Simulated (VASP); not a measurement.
# I (Im-3m) in VASP: a series of runs

I is run at these levels: PBE; tasks: single point, relaxation of cell and atoms.

All numbers are computed with VASP 6.6.1; they aren't measurements. Logs are shortened: lines on timing, memory, paths and dates and some standing lists are left out, and cuts for length are marked.

## (1) The cell of the first run

It takes space group Im-3m (No. 229, cubic). The conventional cell has a = 4.166 Å, b = 4.166 Å, c = 4.166 Å, α = 90.00°, β = 90.00°, γ = 90.00°. Within 4.7 Å of I (site symmetry m-3m) lie 14 I at 3.61 to 4.17 Å.

## (2) Single point, PBE

Input file INCAR:

```
SYSTEM = I
PREC = Accurate
ENCUT = 520
EDIFF = 1E-7
ISMEAR = -1
SIGMA = 0.1
LREAL = .False.
LASPH = .True.
NELM = 60
ALGO = Normal
ISIF = 2
LWAVE = .False.
LCHARG = .False.
GGA = PE
NBANDS = 10
```

Input file KPOINTS:

```
Automatic mesh
0
Gamma
  13 13 13
  0 0 0
```

Input file POSCAR:

```
I
1.0
   -2.0829554915      2.0829554915      2.0829554915
    2.0829554915     -2.0829554915      2.0829554915
    2.0829554915      2.0829554915     -2.0829554915
I
1
Direct
    0.0000000000      0.0000000000      0.0000000000
```

Potentials or basis: VASP PAW PBE potentials, release 64 (I).

Started as:

```bash
> cat potpaw_PBE.64/I/POTCAR > POTCAR
> mpirun -np 1 vasp_std > vasp.out
```

OUTCAR:

```text
SYSTEM = I
   PREC = Accurate
   ENCUT = 520
   EDIFF = 1E-7
   ISMEAR = -1
   LREAL = .False.
   LASPH = .True.
   NELM = 60
   ISIF = 2
   GGA = PE

 ion  position               nearest neighbor table
   1  0.000  0.000  0.000-

  LATTYP: Found a body centered cubic cell.
 ALAT       =     4.1659109830

  Lattice vectors:

 A1 = (  -2.0829554915,   2.0829554915,   2.0829554915)
 A2 = (   2.0829554915,  -2.0829554915,   2.0829554915)
 A3 = (   2.0829554915,   2.0829554915,  -2.0829554915)

Analysis of symmetry for initial positions (statically):
=====================================================================
 Subroutine PRICEL returns:
 Original cell was already a primitive cell.

 Routine SETGRP: Setting up the symmetry group for a
 body centered cubic supercell.

 Subroutine GETGRP returns: Found 48 space group operations
[... 9 lines left out ...]

 Routine SETGRP: Setting up the symmetry group for a
 body centered cubic supercell.

 Subroutine GETGRP returns: Found 48 space group operations
[... 11 lines left out ...]
                                     Primitive cell

  volume of cell :      36.1493

  direct lattice vectors                    reciprocal lattice vectors
    -2.082955491  2.082955491  2.082955491     0.000000000  0.240043535  0.240043535
     2.082955491 -2.082955491  2.082955491     0.240043535  0.000000000  0.240043535
     2.082955491  2.082955491 -2.082955491     0.240043535  0.240043535  0.000000000

  length of vectors
     3.607784741  3.607784741  3.607784741     0.339472823  0.339472823  0.339472823

  position of ions in fractional coordinates (direct lattice)
     0.000000000  0.000000000  0.000000000

  ion indices of the primitive-cell ions
   primitive index   ion index
                 1           1

----------------------------------------------------------------------------------------

 KPOINTS: Automatic mesh

Automatic generation of k-mesh.
 Grid dimensions read from file:
 generate k-points for:   13   13   13

 Generating k-lattice:

  Cartesian coordinates                     Fractional coordinates (reciprocal lattice)
     0.000000000  0.018464887  0.018464887     0.076923077  0.000000000  0.000000000
     0.018464887  0.000000000  0.018464887     0.000000000  0.076923077  0.000000000
     0.018464887  0.018464887  0.000000000     0.000000000  0.000000000  0.076923077

  Length of vectors
     0.026113294  0.026113294  0.026113294

[... 47 lines left out ...]
   ISPIN  =      1    spin polarized calculation?
   LNONCOLLINEAR =      F non collinear calculations
   LSORBIT =      F    spin-orbit coupling
   LASPH  =      T    aspherical Exc in radial PAW
   ENCUT  =  520.0 eV  38.22 Ry    6.18 a.u.   6.71  6.71  6.71*2*pi/ulx,y,z
   NELM   =     60;   NELMIN=  2; NELMDL= -5     # of ELM steps
   EDIFF  = 0.1E-06   stopping-criterion for ELM
   LREAL  =      F    real-space projection
   EDIFFG = 0.1E-05   stopping-criterion for IOM
   NSW    =      0    number of steps for IOM
   IBRION =     -1    ionic relax: 0-MD 1-quasi-New 2-CG
   NFREE  =      0    steps in history (QN), initial steepest desc. (CG)
   ISIF   =      2    stress and relaxation
   ISYM   =      2    0-nonsym 1-usesym 2-fastsym
   POTIM  = 0.5000    time-step for ionic-motion
   TEBEG  =    0.0;   TEEND  =   0.0 temperature during run
   PSTRESS=    0.0 pullay stress
   NELECT =       7.0000    total number of electrons
   NUPDOWN=      -1.0000    fix difference up-down
   EMIN   =  10.00;   EMAX   =-10.00  energy-range for DOS
   EFERMI =   0.00;   METHOD = LEGACY
   ISMEAR =    -1;   SIGMA  =   0.10  broadening in eV -4-tet -1-fermi 0-gaus
   EFERMI_NEDOS =   21; number of points for ismear=-14 and -15
   IALGO  =     38    algorithm
   IMIX   =      4    mixing-type and parameters
     AMIX     =   0.40;   BMIX     =  1.00
     AMIX_MAG =   1.60;   BMIX_MAG =  1.00
  volume/ion in A,a.u.               =      36.15       243.95
  Fermi-wavevector in a.u.,A,eV,Ry     =   0.947125  1.789808 12.205061  0.897047
  Thomas-Fermi vector in A             =   2.075189
   LORBIT       =      0    0 simple, 1 ext, 2 COOP (PROOUT), +10 PAW based schemes
   GGA     = PE    functional components
   LHFCALC =     F    Hartree Fock is set to
   AEXX    =    0.0000 exact exchange contribution
   IVDW    =     0    specifies the selected vdW correction
   LEPSILON=     F    determine dielectric tensor
   LRPA    =     F    only Hartree local field effects (RPA)
 non-spin polarized calculation
  energy-cutoff  :      520.00
  volume of cell :       36.15
 maximum number of plane-waves:       983
   NGX = 13   NGY = 13   NGZ = 13

 number of electron       7.0000000 magnetization

 Free energy of the ion-electron system (eV)
  ---------------------------------------------------
  ext. energy  EPLUGINS =         0.00000000
  ---------------------------------------------------
  free energy    TOTEN  =        -1.08617338 eV

  energy without entropy =       -1.02773431  energy(sigma->0) =       -1.05695384

 E-fermi :   4.2260     XC(G=0):  -8.9615

 val. band max:        4.2248165170   @ k =  -0.3846  -0.4615   0.0769
 cond. band min:       4.2334895112   @ k =  -0.3077  -0.4615   0.0769
 fundamental gap:      0.0086729941
 Fermi energy:         4.2260303928

 k-point     1 :       0.0000    0.0000    0.0000
  band No.  band energies     occupation
      1      -9.1262      2.00000
      2       5.0187      0.00072
      3       5.0187      0.00072
      4       5.0187      0.00072
      5      11.0947      0.00000
      6      13.9803      0.00000
      7      13.9803      0.00000
      8      13.9803      0.00000
      9      16.2249      0.00000
     10      16.2249      0.00000
[... 287 lines left out ...]
 k-point    24 :       0.2308    0.0769    0.0769
  band No.  band energies     occupation
      1      -8.1877      2.00000
      2       1.2092      2.00000
      3       3.5845      1.99673
      4       4.3781      0.35886
      5      11.5277      0.00000
      6      12.1897      0.00000
      7      14.8934      0.00000
      8      16.2777      0.00000
      9      16.5838      0.00000
     10      19.6477      0.00000

 [... further k-points ...]
[... 5 lines left out ...]
  --------------------------------------------------------------------------------------
  -------------------------------------------------------------------------------------
  Total       -0.0050437     -0.0050437     -0.0050437     -0.0000000     -0.0000000      0.0000000
  in kB       -0.2235430     -0.2235430     -0.2235430     -0.0000000     -0.0000000      0.0000000
  external PRESSURE =      -0.2235430 kB  Pullay stress =       0.0000000 kB

 VOLUME and BASIS-vectors are now :
 -----------------------------------------------------------------------------
  energy-cutoff  :      520.00
  volume of cell :       36.15
      direct lattice vectors                 reciprocal lattice vectors
    -2.082955491  2.082955491  2.082955491     0.000000000  0.240043535  0.240043535
     2.082955491 -2.082955491  2.082955491     0.240043535  0.000000000  0.240043535
     2.082955491  2.082955491 -2.082955491     0.240043535  0.240043535  0.000000000

 POSITION                                       TOTAL-FORCE (eV/Angst)
 -----------------------------------------------------------------------------------
      0.00000      0.00000      0.00000        -0.000000     -0.000000     -0.000000
 -----------------------------------------------------------------------------------
    total drift:                                0.000000     -0.000000     -0.000000

  FREE ENERGIE OF THE ION-ELECTRON SYSTEM (eV)
  ---------------------------------------------------
  free  energy   TOTEN  =        -1.0861733778 eV

  energy  without entropy=       -1.0277343052  energy(sigma->0) =       -1.05695384
```

It took 14 s on 1 thread of AMD EPYC 9R45 (Zen 5), shared host; peak memory 0.14 GiB.

Results:

```
Free energy : -1.0862 eV
Pressure    : 0.0 GPa
```

Levels at points of the mesh, in eV from the Fermi level:
| k point | band 1 | band 2 | band 3 | band 4 | band 5 | band 6 | band 7 | band 8 | band 9 |
| --- | --- | --- | --- | --- | --- | --- | --- | --- | --- |
| (0.00, 0.00, 0.00) | -13.35 | 0.79 | 0.79 | 0.79 | 6.87 | 9.75 | 9.75 | 9.75 | 12.00 |

Caveat: spin-orbit coupling is left out, which moves the levels of the heavy elements; an odd number of electrons without spin polarisation forces a metal; a magnetic or distorted state may lie lower.

## (3) Single point, PBE

Input file INCAR:

```
  ALGO = Normal
  EDIFF = 1E-7
  ENCUT = 520
  GGA = PE
  ISIF = 2
  ISMEAR = -1
  LASPH = T
  LCHARG = F
  LREAL = F
  LWAVE = F
  NBANDS = 10
  NELM = 60
  PREC = Accurate
  SIGMA = 0.1
```

Input file KPOINTS:

```
k-points
0
Gamma
  13 13 13
```

POSCAR is that of step 2.

Potentials or basis: VASP PAW PBE potentials, release 64 (I).

Started as:

```bash
> cat potpaw_PBE.64/I/POTCAR > POTCAR
> mpirun -np 1 vasp_std > vasp.out
```

Wall time 13 s (1 thread of AMD EPYC 9R45 (Zen 5), shared host); peak memory 0.14 GiB.

It converged, with:

```
Free energy : -1.0862 eV
Pressure    : 0.0 GPa
```

Levels at points of the mesh, in eV from the Fermi level:
```csv
k point,band 1,band 2,band 3,band 4,band 5,band 6,band 7,band 8,band 9
"(0.00, 0.00, 0.00)",-13.35,0.79,0.79,0.79,6.87,9.75,9.75,9.75,12.00
```

Caveat: spin-orbit coupling is left out, which moves the levels of the heavy elements; an odd number of electrons without spin polarisation forces a metal; a magnetic or distorted state may lie lower.

## (4) Relaxation of cell and atoms, PBE

This run uses another cell than the first one, of 34.00 Å³/atom, 0.941 times its volume.

Input file INCAR:

```
PREC     = Accurate       # precision mode
ENCUT    = 600            # plane-wave cutoff, eV
EDIFF    = 1E-7           # SCF threshold, eV
ISMEAR   = -1             # smearing method
SIGMA    = 0.1            # smearing width, eV
LREAL    = False          # projectors in reciprocal space
LASPH    = True           # aspherical terms in the spheres
NELM     = 60             # most SCF steps
ALGO     = Normal         # electronic algorithm
ISIF     = 3              # what is computed and relaxed
LWAVE    = False          # write WAVECAR
LCHARG   = False          # write CHGCAR
GGA      = PE             # functional
IBRION   = 2              # ionic algorithm
NSW      = 60             # ionic steps
EDIFFG   = -0.005         # ionic threshold
```

Input file KPOINTS:

```
Automatic mesh
0
Gamma
  13 13 13
```

Input file POSCAR:

```
I
1.0
   -2.0408275510      2.0408275510      2.0408275510
    2.0408275510     -2.0408275510      2.0408275510
    2.0408275510      2.0408275510     -2.0408275510
I
1
Direct
    0.0000000000      0.0000000000      0.0000000000
```

Started as:

```bash
> cat potpaw_PBE.64/I/POTCAR > POTCAR
> mpirun -np 1 vasp_std > vasp.out
```

Wall time 30 s (1 thread of AMD EPYC 9R45 (Zen 5), shared host); peak memory 0.15 GiB.

The run converged. Its results:

```yaml
Free_energy: -1.0861 eV
Relaxed_volume: 36.14 Å³/atom
Relaxed_cell: a = 3.607 Å, b = 3.607 Å, c = 3.607 Å, α = 109.47°, β = 109.47°, γ = 109.47°
Space_group_after_relaxing_to_0.05_Å: Im-3m (No. 229)
Energy_gained_by_relaxing: 9.8 meV/atom
Ionic_steps: 3
Pressure_after_relaxing: 0.0 GPa
```

The path:
```
step  energy change (eV)  largest force (eV/Å)  pressure (GPa)  volume (Å³)
   1              0.0000                0.0000            1.59        34.00
   2             -0.0094                0.0000            0.27        35.68
   3             -0.0098                0.0000           -0.02        36.14
```

Final structure:
```xyz
1
Lattice="-2.0827 2.0827 2.0827 2.0827 -2.0827 2.0827 2.0827 2.0827 -2.0827" Properties=species:S:1:pos:R:3 pbc="T T T"
I     0.0000    0.0000    0.0000
```

Levels at points of the mesh, in eV from the Fermi level:
| k point | band 2 | band 3 | band 4 | band 5 | band 6 | band 7 |
| --- | --- | --- | --- | --- | --- | --- |
| (0.00, 0.00, 0.00) | 0.79 | 0.79 | 0.79 | 6.87 | 9.75 | 9.75 |

Caveat: spin-orbit coupling is left out, which moves the levels of the heavy elements; an odd number of electrons without spin polarisation forces a metal; a magnetic or distorted state may lie lower.
